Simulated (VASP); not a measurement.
# Y (P6_3/mmc) in VASP: notebook

The runs below take Y through single point, with PBE.

Program: VASP 6.6.1. These are calculated values, not measurements. Logs are shortened: lines on timing, memory, paths and dates and some standing lists are left out, and cuts for length are marked.

## Step 1: The cell of the first run

Symmetry: P6_3/mmc, No. 194, hexagonal system. Conventional cell: a = 3.743 Å, b = 3.743 Å, c = 5.747 Å, α = 90.00°, β = 90.00°, γ = 120.00°. Y (site symmetry -6m2) has 12 Y at 3.60 to 3.74 Å within 4.7 Å.

## Step 2: Single point, PBE (strain +0.025 along x and y, +0.000 along z)

Contents of INCAR:

```
PREC = Accurate
ENCUT = 520
EDIFF = 1E-7
ISMEAR = 0
SIGMA = 0.15
LREAL = F
LASPH = T
NELM = 80
ALGO = Fast
ISIF = 2
LWAVE = F
LCHARG = F
GGA = PE
NBANDS = 18
```

Contents of KPOINTS:

```
Automatic mesh
0
Gamma
  18 18 8
```

Contents of POSCAR:

```
Y
1.0
    3.7427867180      0.0000000000      0.0000000000
   -1.8713933590      3.2413483788      0.0000000000
    0.0000000000      0.0000000000      5.7474000000
Y
2
Direct
    0.3333333333      0.6666666667      0.2500000000
    0.6666666667      0.3333333333      0.7500000000
```

Potentials or basis: VASP PAW PBE potentials, release 64 (Y_sv).

Launch:

```console
cat potpaw_PBE.64/Y_sv/POTCAR > POTCAR
mpirun -np 1 vasp_std > vasp.out
```

OUTCAR:

```text
PREC = Accurate
   ENCUT = 520
   EDIFF = 1E-7
   ISMEAR = 0
   LREAL = F
   LASPH = T
   NELM = 80
   ISIF = 2
   GGA = PE

 ion  position               nearest neighbor table
   1  0.333  0.667  0.250-   2 3.60   2 3.60   2 3.60   2 3.60   2 3.60   2 3.60
   2  0.667  0.333  0.750-   1 3.60   1 3.60   1 3.60   1 3.60   1 3.60   1 3.60

  LATTYP: Found a hexagonal cell.
 ALAT       =     3.7427867180
 C/A-ratio  =     1.5355937789

  Lattice vectors:

 A1 = (   3.7427867180,   0.0000000000,   0.0000000000)
 A2 = (  -1.8713933590,   3.2413483788,   0.0000000000)
 A3 = (   0.0000000000,   0.0000000000,   5.7474000000)

Analysis of symmetry for initial positions (statically):
=====================================================================
 Subroutine PRICEL returns:
 Original cell was already a primitive cell.

 Routine SETGRP: Setting up the symmetry group for a
 hexagonal supercell.

 Subroutine GETGRP returns: Found 24 space group operations
 (whereof 12 operations were pure point group operations)
 out of a pool of 24 trial point group operations.

The static configuration has the point symmetry D_3d.
 The point group associated with its full space group is D_6h.

Analysis of symmetry for dynamics (positions and initial velocities):
=====================================================================
 Subroutine PRICEL returns:
 Original cell was already a primitive cell.

 Routine SETGRP: Setting up the symmetry group for a
 hexagonal supercell.

 Subroutine GETGRP returns: Found 24 space group operations
 (whereof 12 operations were pure point group operations)
 out of a pool of 24 trial point group operations.

The dynamic configuration has the point symmetry D_3d.
 The point group associated with its full space group is D_6h.

 Subroutine INISYM returns: Found 24 space group operations
 (whereof 12 operations are pure point group operations),
 and found     1 'primitive' translations

----------------------------------------------------------------------------------------

                                     Primitive cell

  volume of cell :      69.7256

  direct lattice vectors                    reciprocal lattice vectors
     3.742786718  0.000000000  0.000000000     0.267180600  0.154256791  0.000000000
    -1.871393359  3.241348379  0.000000000     0.000000000  0.308513582  0.000000000
     0.000000000  0.000000000  5.747400000     0.000000000  0.000000000  0.173991718

  length of vectors
     3.742786718  3.742786718  5.747400000     0.308513582  0.308513582  0.173991718

  position of ions in fractional coordinates (direct lattice)
     0.333333333  0.666666667  0.250000000
     0.666666667  0.333333333  0.750000000

  ion indices of the primitive-cell ions
   primitive index   ion index
                 1           1
                 2           2

----------------------------------------------------------------------------------------

 KPOINTS: Automatic mesh

Automatic generation of k-mesh.
 Grid dimensions read from file:
 generate k-points for:   18   18    8

 Generating k-lattice:

  Cartesian coordinates                     Fractional coordinates (reciprocal lattice)
     0.014843367  0.008569822  0.000000000     0.055555556  0.000000000  0.000000000
     0.000000000  0.017139643  0.000000000     0.000000000  0.055555556  0.000000000
     0.000000000  0.000000000  0.021748965     0.000000000  0.000000000  0.125000000

  Length of vectors
     0.017139643  0.017139643  0.021748965

  Shift w.r.t. Gamma in fractional coordinates (k-lattice)
     0.000000000  0.000000000  0.000000000

 Subroutine IBZKPT returns following result:
 ===========================================

 Found    185 irreducible k-points:

 Following reciprocal coordinates:
            Coordinates               Weight
  0.000000  0.000000  0.000000      1.000000
  0.055556  0.000000  0.000000      6.000000
  0.111111  0.000000  0.000000      6.000000
  0.166667  0.000000  0.000000      6.000000
  0.222222  0.000000  0.000000      6.000000
  0.277778  0.000000  0.000000      6.000000
[... 16 lines left out ...]
  0.333333  0.111111  0.000000     12.000000
  0.388889  0.111111  0.000000     12.000000
 [... further k-points ...]
   k-points           NKPTS =    185   k-points in BZ     NKDIM =    185   number of bands    NBANDS=     18
   number of dos      NEDOS =    301   number of ions     NIONS =      2
   total plane-waves  NPLWV =  37632
   dimension x,y,z NGX =    28 NGY =   28 NGZ =   48
   dimension x,y,z NGXF=    56 NGYF=   56 NGZF=   96
   ions per type =               2
   NGX,Y,Z   is equivalent  to a cutoff of  12.44, 12.44, 13.88 a.u.
   NGXF,Y,Z  is equivalent  to a cutoff of  24.87, 24.87, 27.77 a.u.
 SYSTEM =  unknown system
   PREC   = accura    normal or accurate (medium, high low for compatibility)
   ISTART =      0    job   : 0-new  1-cont  2-samecut
   ICHARG =      2    charge: 1-file 2-atom 10-const
   ISPIN  =      1    spin polarized calculation?
   LNONCOLLINEAR =      F non collinear calculations
   LSORBIT =      F    spin-orbit coupling
   LASPH  =      T    aspherical Exc in radial PAW
   ENCUT  =  520.0 eV  38.22 Ry    6.18 a.u.   6.96  6.96 10.69*2*pi/ulx,y,z
   NELM   =     80;   NELMIN=  2; NELMDL= -5     # of ELM steps
   EDIFF  = 0.1E-06   stopping-criterion for ELM
   LREAL  =      F    real-space projection
   EDIFFG = 0.1E-05   stopping-criterion for IOM
   NSW    =      0    number of steps for IOM
   IBRION =     -1    ionic relax: 0-MD 1-quasi-New 2-CG
   NFREE  =      0    steps in history (QN), initial steepest desc. (CG)
   ISIF   =      2    stress and relaxation
   ISYM   =      2    0-nonsym 1-usesym 2-fastsym
   POTIM  = 0.5000    time-step for ionic-motion
   TEBEG  =    0.0;   TEEND  =   0.0 temperature during run
   PSTRESS=    0.0 pullay stress
   NELECT =      22.0000    total number of electrons
   NUPDOWN=      -1.0000    fix difference up-down
   EMIN   =  10.00;   EMAX   =-10.00  energy-range for DOS
   EFERMI =   0.00;   METHOD = LEGACY
   ISMEAR =     0;   SIGMA  =   0.15  broadening in eV -4-tet -1-fermi 0-gaus
   EFERMI_NEDOS =   21; number of points for ismear=-14 and -15
   IALGO  =     68    algorithm
   IMIX   =      4    mixing-type and parameters
     AMIX     =   0.40;   BMIX     =  1.00
     AMIX_MAG =   1.60;   BMIX_MAG =  1.00
  volume/ion in A,a.u.               =      34.86       235.27
  Fermi-wavevector in a.u.,A,eV,Ry     =   1.114513  2.106123 16.900318  1.242138
  Thomas-Fermi vector in A             =   2.251108
   LORBIT       =      0    0 simple, 1 ext, 2 COOP (PROOUT), +10 PAW based schemes
   GGA     = PE    functional components
   LHFCALC =     F    Hartree Fock is set to
   AEXX    =    0.0000 exact exchange contribution
   IVDW    =     0    specifies the selected vdW correction
   LEPSILON=     F    determine dielectric tensor
   LRPA    =     F    only Hartree local field effects (RPA)
 non-spin polarized calculation
 RMM-DIIS sequential band-by-band and
 Gauss-broadening in eV      SIGMA  =   0.15
  energy-cutoff  :      520.00
  volume of cell :       69.73
 maximum number of plane-waves:      1894
 NGX is ok and might be reduce to    28
   NGX = 13   NGY = 13   NGZ = 21

 number of electron      22.0000001 magnetization

 Free energy of the ion-electron system (eV)
  ---------------------------------------------------
  ext. energy  EPLUGINS =         0.00000000
  ---------------------------------------------------
  free energy    TOTEN  =       -12.85682357 eV

  energy without entropy =      -12.81142359  energy(sigma->0) =      -12.83412358

 E-fermi :   2.7069     XC(G=0):  -9.1999

 val. band max:        2.7038628823   @ k =   0.2222   0.1111   0.3750
 cond. band min:       2.7071035469   @ k =   0.3889   0.0556   0.2500
 fundamental gap:      0.0032406645
 Fermi energy:         2.7069479392

 k-point     1 :       0.0000    0.0000    0.0000
  band No.  band energies     occupation
      1     -40.1305      2.00000
      2     -40.0694      2.00000
      3     -20.3476      2.00000
      4     -19.9613      2.00000
      5     -19.9613      2.00000
      6     -19.8788      2.00000
[... 10 lines left out ...]
     17       5.2603      0.00000
     18       5.2603      0.00000

 k-point     2 :       0.0556    0.0000    0.0000
  band No.  band energies     occupation
      1     -40.1294      2.00000
      2     -40.0691      2.00000
      3     -20.3431      2.00000
      4     -19.9697      2.00000
      5     -19.9644      2.00000
      6     -19.8877      2.00000
[... 10 lines left out ...]
     17       5.1794      0.00000
     18       5.2016      0.00000

 k-point     3 :       0.1111    0.0000    0.0000
  band No.  band energies     occupation
      1     -40.1261      2.00000
      2     -40.0682      2.00000
      3     -20.3298      2.00000
      4     -19.9938      2.00000
      5     -19.9730      2.00000
      6     -19.9133      2.00000
[... 10 lines left out ...]
     17       5.1700      0.00000
     18       5.1787      0.00000

 k-point     4 :       0.1667    0.0000    0.0000
  band No.  band energies     occupation
      1     -40.1209      2.00000
      2     -40.0670      2.00000
      3     -20.3084      2.00000
      4     -20.0310      2.00000
      5     -19.9859      2.00000
      6     -19.9517      2.00000
[... 10 lines left out ...]
     17       5.4217      0.00000
     18       5.4286      0.00000

 k-point     5 :       0.2222    0.0000    0.0000
  band No.  band energies     occupation
      1     -40.1143      2.00000
      2     -40.0657      2.00000
      3     -20.2804      2.00000
      4     -20.0769      2.00000
      5     -20.0012      2.00000
      6     -19.9977      2.00000
[... 10 lines left out ...]
     17       5.7131      0.00000
     18       5.7629      0.00000

 k-point     6 :       0.2778    0.0000    0.0000
  band No.  band energies     occupation
      1     -40.1069      2.00000
      2     -40.0647      2.00000
      3     -20.2475      2.00000
      4     -20.1260      2.00000
      5     -20.0454      2.00000
      6     -20.0171      2.00000
[... 10 lines left out ...]
     17       6.0556      0.00000
     18       6.1627      0.00000

 k-point     7 :       0.3333    0.0000    0.0000
  band No.  band energies     occupation
      1     -40.0994      2.00000
      2     -40.0642      2.00000
      3     -20.2122      2.00000
      4     -20.1724      2.00000
      5     -20.0890      2.00000
      6     -20.0317      2.00000
[... 10 lines left out ...]
     17       6.4607      0.00000
     18       6.5985      0.00000

 k-point     8 :       0.3889    0.0000    0.0000
  band No.  band energies     occupation
      1     -40.0927      2.00000
      2     -40.0645      2.00000
      3     -20.2102      2.00000
      4     -20.1780      2.00000
      5     -20.1239      2.00000
      6     -20.0433      2.00000
[... 10 lines left out ...]
     17       6.9443      0.00000
     18       7.0332      0.00000
[... 229 lines left out ...]
     17       5.3933      0.00000
     18       5.7072      0.00000

 k-point    20 :       0.1667    0.1111    0.0000
  band No.  band energies     occupation
      1     -40.1116      2.00000
      2     -40.0652      2.00000
      3     -20.2688      2.00000
      4     -20.0788      2.00000
      5     -20.0489      2.00000
      6     -19.9789      2.00000
[... 10 lines left out ...]
     17       5.6124      0.00000
     18       6.0808      0.00000

 k-point    21 :       0.2222    0.1111    0.0000
  band No.  band energies     occupation
      1     -40.1045      2.00000
      2     -40.0644      2.00000
      3     -20.2367      2.00000
      4     -20.1233      2.00000
      5     -20.0800      2.00000
      6     -20.0054      2.00000
[... 10 lines left out ...]
     17       5.9450      0.00000
     18       6.5097      0.00000

 k-point    22 :       0.2778    0.1111    0.0000
  band No.  band energies     occupation
      1     -40.0973      2.00000
      2     -40.0642      2.00000
      3     -20.2020      2.00000
      4     -20.1670      2.00000
      5     -20.1064      2.00000
      6     -20.0309      2.00000
[... 10 lines left out ...]
     17       6.4288      0.00000
     18       6.9744      0.00000

 k-point    23 :       0.3333    0.1111    0.0000
  band No.  band energies     occupation
      1     -40.0908      2.00000
      2     -40.0647      2.00000
      3     -20.2029      2.00000
      4     -20.1680      2.00000
      5     -20.1272      2.00000
      6     -20.0517      2.00000
[... 10 lines left out ...]
     17       6.8915      0.00000
     18       7.4556      0.00000

 k-point    24 :       0.3889    0.1111    0.0000
  band No.  band energies     occupation
      1     -40.0858      2.00000
      2     -40.0657      2.00000
      3     -20.2263      2.00000
      4     -20.1407      2.00000
      5     -20.1404      2.00000
      6     -20.0652      2.00000
[... 10 lines left out ...]
     17       7.2302      0.00000
     18       7.8116      0.00000

 [... further k-points ...]
[... 5 lines left out ...]
  --------------------------------------------------------------------------------------
  -------------------------------------------------------------------------------------
  Total       -1.0857585     -1.0857585     -0.7838852      0.0000000      0.0000000      0.0000000
  in kB      -24.9489114    -24.9489114    -18.0123680      0.0000000      0.0000000      0.0000000
  external PRESSURE =     -22.6367303 kB  Pullay stress =       0.0000000 kB

 VOLUME and BASIS-vectors are now :
 -----------------------------------------------------------------------------
  energy-cutoff  :      520.00
  volume of cell :       69.73
      direct lattice vectors                 reciprocal lattice vectors
     3.742786718  0.000000000  0.000000000     0.267180600  0.154256791  0.000000000
    -1.871393359  3.241348379  0.000000000     0.000000000  0.308513582  0.000000000
     0.000000000  0.000000000  5.747400000     0.000000000  0.000000000  0.173991718

 POSITION                                       TOTAL-FORCE (eV/Angst)
 -----------------------------------------------------------------------------------
     -0.00000      2.16090      1.43685         0.000000     -0.000000      0.000000
      1.87139      1.08045      4.31055        -0.000000      0.000000      0.000000
 -----------------------------------------------------------------------------------
    total drift:                               -0.000000      0.000000     -0.000000

  FREE ENERGIE OF THE ION-ELECTRON SYSTEM (eV)
  ---------------------------------------------------
  free  energy   TOTEN  =       -12.8568235708 eV

  energy  without entropy=      -12.8114235874  energy(sigma->0) =      -12.83412358
```

Wall time 3 min (1 thread of Intel Xeon 6975P-C (Granite Rapids), shared host); peak memory 0.36 GiB.

Results:

| Item | Value |
| --- | --- |
| Free energy | -12.8568 eV |
| Pressure | -2.3 GPa |
| Band gap on the k mesh | zero (band 11 reaches 3.72 eV, above the bottom of band 12 at 2.21 eV) |

Stress tensor (GPa, compression positive):
```
-2.49  0.00  0.00
 0.00 -2.49  0.00
 0.00  0.00 -1.80
```

Caveat: the cell differs from its parent crystal (strain +0.025 along x and y, +0.000 along z).

(Part 1 of 3 ends here.)
